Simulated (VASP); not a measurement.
# Ba2FeHS6 (Fm-3m) in VASP: single point with r2SCAN+U

Aim: the single point of Ba2FeHS6 with r2SCAN+U.

All numbers are computed with VASP 6.6.1; they aren't measurements. Logs are shortened: lines on timing, memory, paths and dates and some standing lists are left out, and cuts for length are marked.

### 1 The cell of the first run

It takes space group Fm-3m (No. 225, cubic). The conventional cell has a = 9.132 Å, b = 9.132 Å, c = 9.132 Å, α = 90.00°, β = 90.00°, γ = 90.00°. Ba (site symmetry -43m) has 12 S at 3.23 Å and 4 H at 3.95 Å and 4 Fe at 3.95 Å within 4.3 Å. Within 2.8 Å of H (site symmetry m-3m) lie 6 S at 2.12 Å. S (site symmetry 4mm) has 1 H at 2.12 Å and 1 Fe at 2.45 Å within 2.8 Å. Within 3.2 Å of Fe (site symmetry m-3m) lie 6 S at 2.45 Å.

### 2 Single point, r2SCAN+U

The input, POSCAR:

```
Ba2FeHS6
1.0
    0.0000000000      4.5661434900      4.5661434900
    4.5661434900      0.0000000000      4.5661434900
    4.5661434900      4.5661434900      0.0000000000
Ba H S Fe
2 1 6 1
Direct
    0.2500000000      0.2500000000      0.2500000000
    0.7500000000      0.7500000000      0.7500000000
    0.0000000000      0.0000000000      0.0000000000
    0.7682000000      0.2318000000      0.2318000000
    0.2318000000      0.7682000000      0.2318000000
    0.2318000000      0.7682000000      0.7682000000
    0.7682000000      0.2318000000      0.7682000000
    0.2318000000      0.2318000000      0.7682000000
    0.7682000000      0.7682000000      0.2318000000
    0.5000000000      0.5000000000      0.5000000000
```

The input, INCAR.step1:

```
PREC = Accurate ; ENCUT = 520
ISMEAR = -1 ; SIGMA = 0.0485
LREAL = F ; LASPH = T
NELM = 150 ; LMAXMIX = 4
LDAU = T ; LDAUTYPE = 1
LDAUL = -1 -1 -1 2 ; LDAUU = 0 0 0 7.12
LDAUJ = 0 0 0 0.8 ; NBANDS = 44
GGA = PE ; ALGO = Normal
EDIFF = 1E-4 ; LWAVE = T
LCHARG = F
```

The input, INCAR.step2:

```
PREC = Accurate ; ENCUT = 520
EDIFF = 1E-7 ; ISMEAR = -1
SIGMA = 0.0485 ; LREAL = F
LASPH = T ; NELM = 150
ALGO = Normal ; ISIF = 2
LWAVE = F ; LCHARG = F
LMAXMIX = 4 ; LDAU = T
LDAUTYPE = 1 ; LDAUL = -1 -1 -1 2
LDAUU = 0 0 0 7.12 ; LDAUJ = 0 0 0 0.8
LDAUPRINT = 1 ; METAGGA = R2SCAN
LMIXTAU = T ; NBANDS = 44
ISTART = 1
```

The input, KPOINTS:

```
Automatic mesh
0
Gamma
  7 7 7
```

Potentials or basis: VASP PAW PBE potentials, release 64 (Ba_sv, H, S, Fe).

Command:

```
> cat potpaw_PBE.64/Ba_sv/POTCAR potpaw_PBE.64/H/POTCAR potpaw_PBE.64/S/POTCAR potpaw_PBE.64/Fe/POTCAR > POTCAR
> cp INCAR.step1 INCAR
> mpirun -np 1 vasp_std > vasp.out
> cp INCAR.step2 INCAR
> mpirun -np 1 vasp_std > vasp.out
```

OUTCAR:

```text
PREC = Accurate
   ENCUT = 520
   EDIFF = 1E-7
   ISMEAR = -1
   LREAL = F
   LASPH = T
   NELM = 150
   ISIF = 2
   METAGGA = R2SCAN
   ISTART = 1

 ion  position               nearest neighbor table
   1  0.250  0.250  0.250-   4 3.23   7 3.23   5 3.23   6 3.23   6 3.23   7 3.23   4 3.23   5 3.23
                             8 3.23   9 3.23   9 3.23   8 3.23   2 4.57   2 4.57   2 4.57   2 4.57
   2  0.750  0.750  0.750-   6 3.23   7 3.23   4 3.23   5 3.23   4 3.23   7 3.23   5 3.23   6 3.23
                             8 3.23   9 3.23   9 3.23   8 3.23   1 4.57   1 4.57   1 4.57   1 4.57
   3  0.000  0.000  0.000-
   4  0.768  0.232  0.232-  10 2.45   2 3.23   1 3.23   2 3.23   1 3.23
   5  0.232  0.768  0.232-  10 2.45   2 3.23   1 3.23   2 3.23   1 3.23
   6  0.232  0.768  0.768-  10 2.45   2 3.23   2 3.23   1 3.23   1 3.23
   7  0.768  0.232  0.768-  10 2.45   2 3.23   2 3.23   1 3.23   1 3.23
   8  0.232  0.232  0.768-  10 2.45   2 3.23   1 3.23   2 3.23   1 3.23
   9  0.768  0.768  0.232-  10 2.45   2 3.23   2 3.23   1 3.23   1 3.23
  10  0.500  0.500  0.500-   4 2.45   5 2.45   6 2.45   7 2.45   8 2.45   9 2.45

  LATTYP: Found a face centered cubic cell.
 ALAT       =     9.1322869800

  Lattice vectors:

 A1 = (   0.0000000000,   4.5661434900,   4.5661434900)
 A2 = (   4.5661434900,   0.0000000000,   4.5661434900)
 A3 = (   4.5661434900,   4.5661434900,   0.0000000000)

Analysis of symmetry for initial positions (statically):
=====================================================================
 Subroutine PRICEL returns:
 Original cell was already a primitive cell.

 Routine SETGRP: Setting up the symmetry group for a
 face centered cubic supercell.

 Subroutine GETGRP returns: Found 48 space group operations
 (whereof 48 operations were pure point group operations)
 out of a pool of 48 trial point group operations.

The static configuration has the point symmetry O_h .

Analysis of symmetry for dynamics (positions and initial velocities):
=====================================================================
 Subroutine PRICEL returns:
 Original cell was already a primitive cell.

 Routine SETGRP: Setting up the symmetry group for a
 face centered cubic supercell.

 Subroutine GETGRP returns: Found 48 space group operations
 (whereof 48 operations were pure point group operations)
 out of a pool of 48 trial point group operations.

The dynamic configuration has the point symmetry O_h .

 Subroutine INISYM returns: Found 48 space group operations
 (whereof 48 operations are pure point group operations),
 and found     1 'primitive' translations

----------------------------------------------------------------------------------------

                                     Primitive cell

  volume of cell :     190.4051

  direct lattice vectors                    reciprocal lattice vectors
     0.000000000  4.566143490  4.566143490    -0.109501596  0.109501596  0.109501596
     4.566143490  0.000000000  4.566143490     0.109501596 -0.109501596  0.109501596
     4.566143490  4.566143490  0.000000000     0.109501596  0.109501596 -0.109501596

  length of vectors
     6.457502051  6.457502051  6.457502051     0.189662328  0.189662328  0.189662328

  position of ions in fractional coordinates (direct lattice)
     0.250000000  0.250000000  0.250000000
     0.750000000  0.750000000  0.750000000
     0.000000000  0.000000000  0.000000000
     0.768200000  0.231800000  0.231800000
     0.231800000  0.768200000  0.231800000
     0.231800000  0.768200000  0.768200000
     0.768200000  0.231800000  0.768200000
     0.231800000  0.231800000  0.768200000
     0.768200000  0.768200000  0.231800000
     0.500000000  0.500000000  0.500000000

  ion indices of the primitive-cell ions
   primitive index   ion index
                 1           1
                 2           2
                 3           3
                 4           4
                 5           5
                 6           6
                 7           7
                 8           8
                 9           9
                10          10

----------------------------------------------------------------------------------------
[... 27 lines left out ...]
  0.000000  0.000000  0.000000      1.000000
  0.142857  0.000000  0.000000      8.000000
  0.285714  0.000000  0.000000      8.000000
  0.428571  0.000000  0.000000      8.000000
  0.142857  0.142857  0.000000      6.000000
  0.285714  0.142857  0.000000     24.000000
[... 12 lines left out ...]
 -0.428571  0.428571  0.142857     24.000000
 -0.285714  0.428571  0.142857     24.000000
   k-points           NKPTS =     20   k-points in BZ     NKDIM =     20   number of bands    NBANDS=     44
   number of dos      NEDOS =    301   number of ions     NIONS =     10
   total plane-waves  NPLWV = 110592
   dimension x,y,z NGX =    48 NGY =   48 NGZ =   48
   dimension x,y,z NGXF=    96 NGYF=   96 NGZF=   96
   ions per type =               2   1   6   1
   NGX,Y,Z   is equivalent  to a cutoff of  12.36, 12.36, 12.36 a.u.
   NGXF,Y,Z  is equivalent  to a cutoff of  24.71, 24.71, 24.71 a.u.
 SYSTEM =  unknown system
   PREC   = accura    normal or accurate (medium, high low for compatibility)
   ISTART =      1    job   : 0-new  1-cont  2-samecut
   ICHARG =      0    charge: 1-file 2-atom 10-const
   ISPIN  =      1    spin polarized calculation?
   LNONCOLLINEAR =      F non collinear calculations
   LSORBIT =      F    spin-orbit coupling
   LASPH  =      T    aspherical Exc in radial PAW
   ENCUT  =  520.0 eV  38.22 Ry    6.18 a.u.  12.01 12.01 12.01*2*pi/ulx,y,z
   NELM   =    150;   NELMIN=  2; NELMDL=  0     # of ELM steps
   EDIFF  = 0.1E-06   stopping-criterion for ELM
   LREAL  =      F    real-space projection
   EDIFFG = 0.1E-05   stopping-criterion for IOM
   NSW    =      0    number of steps for IOM
   IBRION =     -1    ionic relax: 0-MD 1-quasi-New 2-CG
   NFREE  =      0    steps in history (QN), initial steepest desc. (CG)
   ISIF   =      2    stress and relaxation
   ISYM   =      2    0-nonsym 1-usesym 2-fastsym
   POTIM  = 0.5000    time-step for ionic-motion
   TEBEG  =    0.0;   TEEND  =   0.0 temperature during run
   PSTRESS=    0.0 pullay stress
   NELECT =      65.0000    total number of electrons
   NUPDOWN=      -1.0000    fix difference up-down
   EMIN   =  10.00;   EMAX   =-10.00  energy-range for DOS
   EFERMI =   0.00;   METHOD = LEGACY
   ISMEAR =    -1;   SIGMA  =   0.05  broadening in eV -4-tet -1-fermi 0-gaus
   EFERMI_NEDOS =   21; number of points for ismear=-14 and -15
   IALGO  =     38    algorithm
   IMIX   =      4    mixing-type and parameters
     AMIX     =   0.40;   BMIX     =  1.00
     AMIX_MAG =   1.60;   BMIX_MAG =  1.00
  volume/ion in A,a.u.               =      19.04       128.49
  Fermi-wavevector in a.u.,A,eV,Ry     =   1.144159  2.162147 17.811386  1.309100
  Thomas-Fermi vector in A             =   2.280852
   LORBIT       =      0    0 simple, 1 ext, 2 COOP (PROOUT), +10 PAW based schemes
 LDA+U is selected, type is set to LDAUTYPE =  1
   angular momentum for each species LDAUL =    -1   -1   -1    2
   U (eV)           for each species LDAUU =   0.0  0.0  0.0  7.1
   J (eV)           for each species LDAUJ =   0.0  0.0  0.0  0.8
   METAGGA = R2SCAN    functional components
   LHFCALC =     F    Hartree Fock is set to
   AEXX    =    0.0000 exact exchange contribution
   IVDW    =     0    specifies the selected vdW correction
   LEPSILON=     F    determine dielectric tensor
   LRPA    =     F    only Hartree local field effects (RPA)
 non-spin polarized calculation
  energy-cutoff  :      520.00
  volume of cell :      190.41
 maximum number of plane-waves:      5154
   NGX = 25   NGY = 25   NGZ = 25

atom =  10  type =  4  l = 2

 onsite density matrix

spin component  1

  0.9523 -0.0000 -0.0000  0.0000  0.0000
 -0.0000  0.9523  0.0000  0.0000 -0.0000
 -0.0000  0.0000  0.1616  0.0000  0.0000
  0.0000  0.0000  0.0000  0.9523  0.0000
  0.0000 -0.0000  0.0000  0.0000  0.1616

spin component  2

  0.9523 -0.0000 -0.0000  0.0000  0.0000
 -0.0000  0.9523  0.0000  0.0000 -0.0000
 -0.0000  0.0000  0.1616  0.0000  0.0000
  0.0000  0.0000  0.0000  0.9523  0.0000
  0.0000 -0.0000  0.0000  0.0000  0.1616

 occupancies and eigenvectors

  o =  0.1616  v =  0.0000  0.0000  0.0492 -0.0000  0.9988  0.0000  0.0000  0.0000  0.0000  0.0000      0.0000  0.0000  0.0000  0.0000  0.0000  0.0000  0.0000  0.0000  0.0000  0.0000
  o =  0.1616  v =  0.0000  0.0000  0.0000  0.0000  0.0000  0.0000  0.0000  0.0492 -0.0000  0.9988      0.0000  0.0000  0.0000  0.0000  0.0000  0.0000  0.0000  0.0000  0.0000  0.0000
  o =  0.1616  v =  0.0000  0.0000  0.0000  0.0000  0.0000  0.0000 -0.0000 -0.9988 -0.0000  0.0492      0.0000  0.0000  0.0000  0.0000  0.0000  0.0000  0.0000  0.0000  0.0000  0.0000
  o =  0.1616  v =  0.0000 -0.0000 -0.9988 -0.0000  0.0492  0.0000  0.0000  0.0000  0.0000  0.0000      0.0000  0.0000  0.0000  0.0000  0.0000  0.0000  0.0000  0.0000  0.0000  0.0000
  o =  0.9523  v =  0.0000  0.5771 -0.0000  0.8167  0.0000  0.0000  0.0000  0.0000  0.0000  0.0000      0.0000  0.0000  0.0000  0.0000  0.0000  0.0000  0.0000  0.0000  0.0000  0.0000
  o =  0.9523  v =  0.0000  0.0000  0.0000  0.0000  0.0000  0.0000  0.5771 -0.0000  0.8167  0.0000      0.0000  0.0000  0.0000  0.0000  0.0000  0.0000  0.0000  0.0000  0.0000  0.0000
  o =  0.9523  v =  0.0000 -0.8167  0.0000  0.5771 -0.0000  0.0000  0.0000  0.0000  0.0000  0.0000      0.0000  0.0000  0.0000  0.0000  0.0000  0.0000  0.0000  0.0000  0.0000  0.0000
  o =  0.9523  v =  0.0000  0.0000  0.0000  0.0000  0.0000  0.0000 -0.8167  0.0000  0.5771 -0.0000      0.0000  0.0000  0.0000  0.0000  0.0000  0.0000  0.0000  0.0000  0.0000  0.0000
  o =  0.9523  v =  1.0000  0.0000  0.0000  0.0000  0.0000  0.0000  0.0000  0.0000  0.0000  0.0000      0.0000  0.0000  0.0000  0.0000  0.0000  0.0000  0.0000  0.0000  0.0000  0.0000
  o =  0.9523  v =  0.0000  0.0000  0.0000  0.0000  0.0000  1.0000  0.0000  0.0000  0.0000  0.0000      0.0000  0.0000  0.0000  0.0000  0.0000  0.0000  0.0000  0.0000  0.0000  0.0000

 number of electron      65.0000004 magnetization

 Free energy of the ion-electron system (eV)
  ---------------------------------------------------
  ext. energy  EPLUGINS =         0.00000000
  ---------------------------------------------------
  free energy    TOTEN  =      -117.82561131 eV

  energy without entropy =     -117.76209013  energy(sigma->0) =     -117.79385072

 E-fermi :   4.1462     XC(G=0): -10.7757

 val. band max:        4.1350673334   @ k =   0.2857   0.1429   0.0000
 cond. band min:       4.1544818849   @ k =   0.2857   0.1429   0.0000
 fundamental gap:      0.0194145515
 Fermi energy:         4.1461679380

 k-point     1 :       0.0000    0.0000    0.0000
  band No.  band energies     occupation
      1     -23.0109      2.00000
      2     -22.9597      2.00000
      3     -10.1893      2.00000
      4      -8.2924      2.00000
      5      -8.2924      2.00000
      6      -8.2924      2.00000
[... 929 lines left out ...]
     43      10.9331      0.00000
     44      10.9647      0.00000

------------------------ aborting loop because EDIFF is reached ----------------------------------------

  FORCE on cell =-STRESS in cart. coord.  units (eV):
  Direction    XX          YY          ZZ          XY          YZ          ZX
  --------------------------------------------------------------------------------------
  -------------------------------------------------------------------------------------
  Total        5.7477945      5.7477945      5.7477945      0.0000000      0.0000000      0.0000000
  in kB       48.3652185     48.3652185     48.3652185      0.0000000      0.0000000      0.0000000
  external PRESSURE =      48.3652185 kB  Pullay stress =       0.0000000 kB

 VOLUME and BASIS-vectors are now :
 -----------------------------------------------------------------------------
  energy-cutoff  :      520.00
  volume of cell :      190.41
      direct lattice vectors                 reciprocal lattice vectors
     0.000000000  4.566143490  4.566143490    -0.109501596  0.109501596  0.109501596
     4.566143490  0.000000000  4.566143490     0.109501596 -0.109501596  0.109501596
     4.566143490  4.566143490  0.000000000     0.109501596  0.109501596 -0.109501596

 POSITION                                       TOTAL-FORCE (eV/Angst)
 -----------------------------------------------------------------------------------
      2.28307      2.28307      2.28307        -0.000000      0.000000     -0.000000
      6.84922      6.84922      6.84922        -0.000000      0.000000     -0.000000
      0.00000      0.00000      0.00000        -0.000000      0.000000     -0.000000
      2.11686      4.56614      4.56614         0.963287      0.000000     -0.000000
      4.56614      2.11686      4.56614        -0.000000      0.963287     -0.000000
      7.01542      4.56614      4.56614        -0.963287      0.000000     -0.000000
      4.56614      7.01542      4.56614        -0.000000     -0.963287     -0.000000
      4.56614      4.56614      2.11686        -0.000000      0.000000      0.963287
      4.56614      4.56614      7.01542        -0.000000      0.000000     -0.963287
      4.56614      4.56614      4.56614        -0.000000      0.000000     -0.000000
 -----------------------------------------------------------------------------------
    total drift:                               -0.000000      0.000000     -0.000000

  FREE ENERGIE OF THE ION-ELECTRON SYSTEM (eV)
  ---------------------------------------------------
  free  energy   TOTEN  =      -117.8256113052 eV

  energy  without entropy=     -117.7620901317  energy(sigma->0) =     -117.79385072
```

Run time: 24 min. Hardware: 1 thread of Intel Xeon 8259CL, shared host; peak memory 0.48 GiB.

What came out:

| Property | Result |
| --- | --- |
| Free energy | -117.8256 eV |
| Pressure | 4.8 GPa |
| Largest force | 0.963 eV/Å |
| Band gap on the k mesh | zero (an odd number of electrons rules out a gap without spin polarisation) |

Forces on the atoms (eV/Å):
```
Ba   0.000  0.000  0.000
Ba   0.000  0.000  0.000
H    0.000  0.000  0.000
S    0.963  0.000  0.000
S    0.000  0.963  0.000
S   -0.963  0.000  0.000
S    0.000 -0.963  0.000
S    0.000  0.000  0.963
S    0.000  0.000 -0.963
Fe   0.000  0.000  0.000
```

Levels at points of the mesh, in eV from the Fermi level:
```csv
k point,band 28,band 29,band 30,band 31,band 32,band 33,band 34,band 35,band 36,band 37
"(0.00, 0.00, 0.00)",-0.52,-0.52,0.61,0.65,0.65,0.65,0.74,0.74,0.74,3.36
```

Eigenvalues of the final occupation matrices:
```tsv
site	spin	trace	eigenvalues
site 10 d	1	3.18	0.16 0.16 0.95 0.95 0.95
site 10 d	2	3.18	0.16 0.16 0.95 0.95 0.95
```

Caveat: the cell stands under pressure; the PAW data sets were made with another functional, which shifts forces and pressure a little; spin-orbit coupling is left out, which moves the levels of the heavy elements; the run has no spin polarisation, though such a crystal can be magnetic; U without spin polarisation on a metal has little footing. Spin polarisation is off, so any magnetic state and its effect on volume and gap are missing.
